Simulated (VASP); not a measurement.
# Hf (P6/mmm) in VASP: further runs, part 2 of 2

VASP 6.6.1. The steps go on from the part before.

## (4) Single point, PBE (20.56 Å³/atom)

This run uses another cell than the first one, of 20.56 Å³/atom.

INCAR reads:

```
SYSTEM = Hf
PREC = Accurate
ENCUT = 520
EDIFF = 1E-6
ISMEAR = -1
SIGMA = 0.1
LREAL = .False.
LASPH = .True.
NELM = 100
ALGO = Normal
ISIF = 2
LWAVE = .False.
LCHARG = .False.
GGA = PE
NBANDS = 11
```

KPOINTS reads:

```
Automatic mesh
0
Gamma
  16 16 15
  0 0 0
```

POSCAR reads:

```
Hf
1.0
    2.8812241499      0.0000000000      0.0000000000
   -1.4406120750      2.4952133078      0.0000000000
    0.0000000000      0.0000000000      2.8598078727
Hf
1
Direct
    0.0000000000      0.0000000000      0.0000000000
```

Potentials or basis: VASP PAW PBE potentials, release 64 (Hf_pv).

The run is started by

```console
$ cat potpaw_PBE.64/Hf_pv/POTCAR > POTCAR
$ mpirun -np 1 vasp_std > vasp.out
```

OUTCAR:

```text
SYSTEM = Hf
   PREC = Accurate
   ENCUT = 520
   EDIFF = 1E-6
   ISMEAR = -1
   LREAL = .False.
   LASPH = .True.
   NELM = 100
   ISIF = 2
   GGA = PE

 ion  position               nearest neighbor table
   1  0.000  0.000  0.000-

  LATTYP: Found a hexagonal cell.
 ALAT       =     2.8812241499
 C/A-ratio  =     0.9925669521

  Lattice vectors:

 A1 = (   2.8812241499,   0.0000000000,   0.0000000000)
 A2 = (  -1.4406120750,   2.4952133078,   0.0000000000)
 A3 = (   0.0000000000,   0.0000000000,   2.8598078727)

Analysis of symmetry for initial positions (statically):
=====================================================================
 Subroutine PRICEL returns:
 Original cell was already a primitive cell.

 Routine SETGRP: Setting up the symmetry group for a
 hexagonal supercell.

 Subroutine GETGRP returns: Found 24 space group operations
 (whereof 24 operations were pure point group operations)
 out of a pool of 24 trial point group operations.

The static configuration has the point symmetry D_6h.

Analysis of symmetry for dynamics (positions and initial velocities):
=====================================================================
 Subroutine PRICEL returns:
 Original cell was already a primitive cell.

 Routine SETGRP: Setting up the symmetry group for a
 hexagonal supercell.

 Subroutine GETGRP returns: Found 24 space group operations
 (whereof 24 operations were pure point group operations)
 out of a pool of 24 trial point group operations.

The dynamic configuration has the point symmetry D_6h.

 Subroutine INISYM returns: Found 24 space group operations
 (whereof 24 operations are pure point group operations),
 and found     1 'primitive' translations

----------------------------------------------------------------------------------------

                                     Primitive cell
[... 113 lines left out ...]
   LORBIT       =      0    0 simple, 1 ext, 2 COOP (PROOUT), +10 PAW based schemes
   GGA     = PE    functional components
   LHFCALC =     F    Hartree Fock is set to
   AEXX    =    0.0000 exact exchange contribution
   IVDW    =     0    specifies the selected vdW correction
   LEPSILON=     F    determine dielectric tensor
   LRPA    =     F    only Hartree local field effects (RPA)
 non-spin polarized calculation
  energy-cutoff  :      520.00
  volume of cell :       20.56
 maximum number of plane-waves:       580
 NGX is ok and might be reduce to    24
   NGX = 11   NGY = 11   NGZ = 11

 number of electron      10.0000000 magnetization

 number of electron       9.9999999 magnetization

 Free energy of the ion-electron system (eV)
  ---------------------------------------------------
  ext. energy  EPLUGINS =         0.00000000
  ---------------------------------------------------
  free energy    TOTEN  =        -9.35676149 eV

  energy without entropy =       -9.33622869  energy(sigma->0) =       -9.34649509

 E-fermi :   5.0847     XC(G=0): -11.6235

 val. band max:        5.0698884422   @ k =   0.5000   0.0000   0.1333
 cond. band min:       5.0997205690   @ k =   0.2500   0.1875   0.4667
 fundamental gap:      0.0298321267
 Fermi energy:         5.0846669039

 k-point     1 :       0.0000    0.0000    0.0000
  band No.  band energies     occupation
      1     -24.5563      2.00000
      2     -24.2959      2.00000
      3     -24.2959      2.00000
      4      -2.0355      2.00000
      5       3.2561      2.00000
      6       6.9043      0.00000
      7       6.9043      0.00000
      8      12.7271      0.00000
      9      12.7271      0.00000
     10      17.6756      0.00000
     11      18.1639      0.00000
[... 309 lines left out ...]
 k-point    24 :       0.2500    0.1875    0.0000
  band No.  band energies     occupation
      1     -25.4546      2.00000
      2     -24.7883      2.00000
      3     -24.3943      2.00000
      4       2.0614      2.00000
      5       4.1083      1.99989
      6       5.2572      0.30243
      7       8.7364      0.00000
      8      10.9997      0.00000
      9      11.9733      0.00000
     10      16.5520      0.00000
     11      17.9001      0.00000

 [... further k-points ...]

------------------------ aborting loop because EDIFF is reached ----------------------------------------

  FORCE on cell =-STRESS in cart. coord.  units (eV):
  Direction    XX          YY          ZZ          XY          YZ          ZX
  --------------------------------------------------------------------------------------
  -------------------------------------------------------------------------------------
  Total        1.7624462      1.7624462      1.7788919     -0.0000000     -0.0000000      0.0000000
  in kB      137.3424729    137.3424729    138.6240427     -0.0000000     -0.0000000      0.0000000
  external PRESSURE =     137.7696629 kB  Pullay stress =       0.0000000 kB

 VOLUME and BASIS-vectors are now :
 -----------------------------------------------------------------------------
  energy-cutoff  :      520.00
  volume of cell :       20.56
      direct lattice vectors                 reciprocal lattice vectors
     2.881224150  0.000000000  0.000000000     0.347074697  0.200383670  0.000000000
    -1.440612075  2.495213308  0.000000000     0.000000000  0.400767340  0.000000000
     0.000000000  0.000000000  2.859807873     0.000000000  0.000000000  0.349673840

 POSITION                                       TOTAL-FORCE (eV/Angst)
 -----------------------------------------------------------------------------------
      0.00000      0.00000      0.00000         0.000000      0.000000      0.000000
 -----------------------------------------------------------------------------------
    total drift:                                0.000000     -0.000000      0.000000

  FREE ENERGIE OF THE ION-ELECTRON SYSTEM (eV)
  ---------------------------------------------------
  free  energy   TOTEN  =        -9.3567614939 eV

  energy  without entropy=       -9.3362286858  energy(sigma->0) =       -9.34649509
```

OSZICAR:

```text
N       E                     dE             d eps       ncg     rms          rms(c)
DAV:   1     0.143736287624E+02    0.14374E+02   -0.57683E+03  5328   0.850E+02
DAV:   2    -0.917656842095E+01   -0.23550E+02   -0.22792E+02  6624   0.158E+02
DAV:   3    -0.962489709892E+01   -0.44833E+00   -0.44375E+00  6436   0.151E+01
DAV:   4    -0.962657292474E+01   -0.16758E-02   -0.16756E-02  6094   0.114E+00
DAV:   5    -0.962658135246E+01   -0.84277E-05   -0.84279E-05  6563   0.719E-02    0.421E+01
DAV:   6    -0.942096148072E+01    0.20562E+00   -0.19846E-01  6144   0.300E+00    0.249E+01
DAV:   7    -0.936110544289E+01    0.59856E-01   -0.29058E-01  6207   0.349E+00    0.139E+00
DAV:   8    -0.935677387792E+01    0.43316E-02   -0.22633E-02  6120   0.995E-01    0.973E-02
DAV:   9    -0.935675888446E+01    0.14993E-04   -0.37202E-04  6261   0.155E-01    0.642E-02
DAV:  10    -0.935675937790E+01   -0.49344E-06   -0.16606E-05  6304   0.254E-02    0.333E-02
DAV:  11    -0.935676188026E+01   -0.25024E-05   -0.17562E-06  5993   0.100E-02    0.127E-02
DAV:  12    -0.935676149387E+01    0.38639E-06   -0.32683E-07  3675   0.424E-03
   1 F= -.93567615E+01 E0= -.93464951E+01  d E =-.205328E-01
```

stdout:

```text
POSCAR found type information on POSCAR Hf
 POSCAR found :  1 types and       1 ions
 scaLAPACK will be used
 LDA part: xc-table for (Slater+PW92), standard interpolation
 POSCAR, INCAR and KPOINTS ok, starting setup
 FFT: planning ... GRIDC
 FFT: planning ... GRID_SOFT
 FFT: planning ... GRID
 WAVECAR not read
 entering main loop
```

Run time: 51 s. Hardware: 1 thread of Intel Xeon 8259CL, shared host; peak memory 0.18 GiB.

Results:

* Free energy: -9.3568 eV
* Pressure: 13.8 GPa
* Band gap on the k mesh: zero (bands 5 and 6 overlap by 0.41 eV)

Stress tensor (GPa, compression positive):
```
13.73  0.00  0.00
 0.00 13.73  0.00
 0.00  0.00 13.86
```

Levels at points of the mesh, in eV from the Fermi level:
| k point | band 3 | band 4 | band 5 | band 6 | band 7 | band 8 |
| --- | --- | --- | --- | --- | --- | --- |
| (0.00, 0.00, 0.00) | -29.38 | -7.12 | -1.83 | 1.82 | 1.82 | 7.64 |
| (0.50, 0.00, 0.00) | -29.46 | -3.61 | -0.78 | 1.33 | 2.88 | 6.60 |

Caveat: the cell stands under pressure; spin-orbit coupling is left out, which moves the levels of the heavy elements.

## (5) Single point, PBE

This run uses another cell than the first one, of 23.36 Å³/atom.

INCAR reads:

```
PREC = Accurate
ENCUT = 520
EDIFF = 1E-6
ISMEAR = -1
SIGMA = 0.1
LREAL = False
LASPH = True
NELM = 60
ALGO = Normal
ISIF = 2
LWAVE = False
LCHARG = False
GGA = PE
NBANDS = 11
```

KPOINTS reads:

```
Automatic mesh
0
Gamma
  16 16 15
```

POSCAR reads:

```
Hf
1.0
    2.9959090579      0.0000000000      0.0000000000
   -1.4979545290      2.5945333515      0.0000000000
    0.0000000000      0.0000000000      3.0057373345
Hf
1
Direct
    0.0000000000      0.0000000000      0.0000000000
```

The run is started by

```console
$ cat potpaw_PBE.64/Hf_pv/POTCAR > POTCAR
$ mpirun -np 1 vasp_std > vasp.out
```

Run time: 51 s. Hardware: 1 thread of Intel Xeon 8259CL, shared host; peak memory 0.19 GiB.

Results (log left out):

```
Free energy            : -9.4631 eV
Pressure               : -0.4 GPa
Band gap on the k mesh : zero (bands 5 and 6 overlap by 0.52 eV)
```

Stress tensor (GPa, compression positive):
```
-0.41  0.00  0.00
 0.00 -0.41  0.00
 0.00  0.00 -0.29
```

Levels at points of the mesh, in eV from the Fermi level:
```
           k point  band 1  band 2  band 3  band 4  band 5  band 6  band 7  band 8  band 9  band 10
(0.00, 0.00, 0.00)  -30.06  -29.82  -29.82   -6.75   -1.49    1.75    1.75    6.63    6.63    11.66
(0.50, 0.00, 0.00)  -30.85  -30.06  -29.94   -3.24   -0.61    0.92    2.55    5.75    7.56    10.20
```

Caveat: spin-orbit coupling is left out, which moves the levels of the heavy elements.

## (6) Single point, PBE (23.36 Å³/atom)

This run uses another cell than the first one, of 23.36 Å³/atom.

INCAR reads:

```
PREC = Accurate ; ENCUT = 520
EDIFF = 1E-6 ; ISMEAR = -1
SIGMA = 0.1 ; LREAL = F
LASPH = T ; NELM = 80
ALGO = Normal ; ISIF = 2
LWAVE = F ; LCHARG = F
GGA = PE ; NBANDS = 11
```

KPOINTS reads:

```
regular mesh
0
Gamma
  16 16 15
```

POSCAR reads:

```
Hf
1.0
    2.9959090579      0.0000000000      0.0000000000
   -1.4979545290      2.5945333516      0.0000000000
    0.0000000000      0.0000000000      3.0057373345
Hf
1
Direct
    0.0000000000      0.0000000000      0.0000000000
```

Potentials or basis: VASP PAW PBE potentials, release 64 (Hf_pv).

The run is started by

```console
$ cat potpaw_PBE.64/Hf_pv/POTCAR > POTCAR
$ mpirun -np 1 vasp_std > vasp.out
```

OUTCAR:

```text
PREC = Accurate
   ENCUT = 520
   EDIFF = 1E-6
   ISMEAR = -1
   LREAL = F
   LASPH = T
   NELM = 80
   ISIF = 2
   GGA = PE

 ion  position               nearest neighbor table
   1  0.000  0.000  0.000-

  LATTYP: Found a hexagonal cell.
 ALAT       =     2.9959090579
 C/A-ratio  =     1.0032805657

  Lattice vectors:

 A1 = (   2.9959090579,   0.0000000000,   0.0000000000)
 A2 = (  -1.4979545290,   2.5945333516,   0.0000000000)
 A3 = (   0.0000000000,   0.0000000000,   3.0057373345)

Analysis of symmetry for initial positions (statically):
=====================================================================
 Subroutine PRICEL returns:
 Original cell was already a primitive cell.

 Routine SETGRP: Setting up the symmetry group for a
 hexagonal supercell.

 Subroutine GETGRP returns: Found 24 space group operations
 (whereof 24 operations were pure point group operations)
 out of a pool of 24 trial point group operations.

The static configuration has the point symmetry D_6h.

Analysis of symmetry for dynamics (positions and initial velocities):
=====================================================================
 Subroutine PRICEL returns:
 Original cell was already a primitive cell.

 Routine SETGRP: Setting up the symmetry group for a
 hexagonal supercell.

 Subroutine GETGRP returns: Found 24 space group operations
 (whereof 24 operations were pure point group operations)
 out of a pool of 24 trial point group operations.

The dynamic configuration has the point symmetry D_6h.

 Subroutine INISYM returns: Found 24 space group operations
 (whereof 24 operations are pure point group operations),
 and found     1 'primitive' translations

----------------------------------------------------------------------------------------

                                     Primitive cell

  volume of cell :      23.3636

[... 110 lines left out ...]
   LORBIT       =      0    0 simple, 1 ext, 2 COOP (PROOUT), +10 PAW based schemes
   GGA     = PE    functional components
   LHFCALC =     F    Hartree Fock is set to
   AEXX    =    0.0000 exact exchange contribution
   IVDW    =     0    specifies the selected vdW correction
   LEPSILON=     F    determine dielectric tensor
   LRPA    =     F    only Hartree local field effects (RPA)
 non-spin polarized calculation
  energy-cutoff  :      520.00
  volume of cell :       23.36
 maximum number of plane-waves:       659
 NGX is ok and might be reduce to    24
   NGX = 11   NGY = 11   NGZ = 11

 number of electron      10.0000000 magnetization

 number of electron       9.9999998 magnetization

 Free energy of the ion-electron system (eV)
  ---------------------------------------------------
  ext. energy  EPLUGINS =         0.00000000
  ---------------------------------------------------
  free energy    TOTEN  =        -9.46305556 eV

  energy without entropy =       -9.43907885  energy(sigma->0) =       -9.45106720

 E-fermi :   4.2132     XC(G=0): -11.0320

 val. band max:        4.2082079647   @ k =   0.3750   0.2500   0.0000
 cond. band min:       4.2640814806   @ k =   0.2500   0.2500   0.4000
 fundamental gap:      0.0558735159
 Fermi energy:         4.2132473575

 k-point     1 :       0.0000    0.0000    0.0000
  band No.  band energies     occupation
      1     -25.8498      2.00000
      2     -25.6057      2.00000
      3     -25.6057      2.00000
      4      -2.5402      2.00000
      5       2.7237      2.00000
      6       5.9665      0.00000
      7       5.9665      0.00000
      8      10.8451      0.00000
      9      10.8451      0.00000
     10      15.8709      0.00000
     11      16.3636      0.00000
[... 309 lines left out ...]
 k-point    24 :       0.2500    0.1875    0.0000
  band No.  band energies     occupation
      1     -26.4074      2.00000
      2     -25.9460      2.00000
      3     -25.7392      2.00000
      4       1.2343      2.00000
      5       3.4239      1.99925
      6       4.3791      0.31979
      7       7.4279      0.00000
      8       9.3894      0.00000
      9      10.3819      0.00000
     10      14.3189      0.00000
     11      15.9415      0.00000

 [... further k-points ...]

------------------------ aborting loop because EDIFF is reached ----------------------------------------

  FORCE on cell =-STRESS in cart. coord.  units (eV):
  Direction    XX          YY          ZZ          XY          YZ          ZX
  --------------------------------------------------------------------------------------
  -------------------------------------------------------------------------------------
  Total       -0.0599006     -0.0599006     -0.0422964      0.0000000      0.0000000     -0.0000000
  in kB       -4.1077412     -4.1077412     -2.9005153      0.0000000      0.0000000     -0.0000000
  external PRESSURE =      -3.7053325 kB  Pullay stress =       0.0000000 kB

 VOLUME and BASIS-vectors are now :
 -----------------------------------------------------------------------------
  energy-cutoff  :      520.00
  volume of cell :       23.36
      direct lattice vectors                 reciprocal lattice vectors
     2.995909058  0.000000000  0.000000000     0.333788503  0.192712882  0.000000000
    -1.497954529  2.594533352  0.000000000     0.000000000  0.385425764  0.000000000
     0.000000000  0.000000000  3.005737335     0.000000000  0.000000000  0.332697069

 POSITION                                       TOTAL-FORCE (eV/Angst)
 -----------------------------------------------------------------------------------
      0.00000      0.00000      0.00000         0.000000      0.000000      0.000000
 -----------------------------------------------------------------------------------
    total drift:                                0.000000     -0.000000      0.000000

  FREE ENERGIE OF THE ION-ELECTRON SYSTEM (eV)
  ---------------------------------------------------
  free  energy   TOTEN  =        -9.4630555569 eV

  energy  without entropy=       -9.4390788523  energy(sigma->0) =       -9.45106720
```

OSZICAR:

```text
N       E                     dE             d eps       ncg     rms          rms(c)
DAV:   1     0.138853955893E+02    0.13885E+02   -0.57218E+03  5304   0.834E+02
DAV:   2    -0.929948942375E+01   -0.23185E+02   -0.22466E+02  6551   0.156E+02
DAV:   3    -0.978186277263E+01   -0.48237E+00   -0.47923E+00  6531   0.154E+01
DAV:   4    -0.978425382741E+01   -0.23911E-02   -0.23904E-02  5996   0.133E+00
DAV:   5    -0.978427050148E+01   -0.16674E-04   -0.16674E-04  6765   0.955E-02    0.383E+01
DAV:   6    -0.953647573777E+01    0.24779E+00   -0.25566E-01  5937   0.331E+00    0.225E+01
DAV:   7    -0.946791198413E+01    0.68564E-01   -0.34486E-01  6159   0.372E+00    0.149E+00
DAV:   8    -0.946310168981E+01    0.48103E-02   -0.29841E-02  6136   0.109E+00    0.146E-01
DAV:   9    -0.946305496285E+01    0.46727E-04   -0.52306E-04  6455   0.175E-01    0.850E-02
DAV:  10    -0.946305298539E+01    0.19775E-05   -0.44017E-05  6317   0.358E-02    0.463E-02
DAV:  11    -0.946305593634E+01   -0.29510E-05   -0.43189E-06  6284   0.143E-02    0.127E-02
DAV:  12    -0.946305555686E+01    0.37947E-06   -0.50304E-07  4035   0.525E-03
   1 F= -.94630556E+01 E0= -.94510672E+01  d E =-.239767E-01
```

stdout:

```text
POSCAR found type information on POSCAR Hf
 POSCAR found :  1 types and       1 ions
 scaLAPACK will be used
 LDA part: xc-table for (Slater+PW92), standard interpolation
 POSCAR, INCAR and KPOINTS ok, starting setup
 FFT: planning ... GRIDC
 FFT: planning ... GRID_SOFT
 FFT: planning ... GRID
 WAVECAR not read
 entering main loop
```

It took 48 s on 1 thread of Intel Xeon 8259CL, shared host; peak memory 0.19 GiB.

Results:

- Free energy: -9.4631 eV
- Pressure: -0.4 GPa
- Band gap on the k mesh: zero (bands 5 and 6 overlap by 0.52 eV)

Caveat: spin-orbit coupling is left out, which moves the levels of the heavy elements.

## (7) The runs side by side

```csv
task,cell,cutoff (eV),gap on the mesh (eV),pressure (GPa)
relaxation of cell and atoms,"relaxed from a = 3.066, b = 3.066, c = 2.882 Å, angles 90.0, 90.0, 120.0°, 1 atom",600,none,0.0
single point,"a = 2.881, b = 2.881, c = 2.860 Å, angles 90.0, 90.0, 120.0°, 1 atom",520,none,13.8
single point,"a = 2.996, b = 2.996, c = 3.006 Å, angles 90.0, 90.0, 120.0°, 1 atom",520,none,-0.4
```

Alike in all rows: level PBE; potentials or basis VASP PAW PBE potentials, release 64 (Hf_pv); no spin polarisation; k mesh 16 × 16 × 15; smearing fermi-dirac 0.1 eV.

Caveats: spin-orbit coupling is left out, which moves the levels of the heavy elements; the cell stands under pressure (at least some runs).

Total energies depend on the potentials used, so only differences within one code and one set of settings carry meaning.
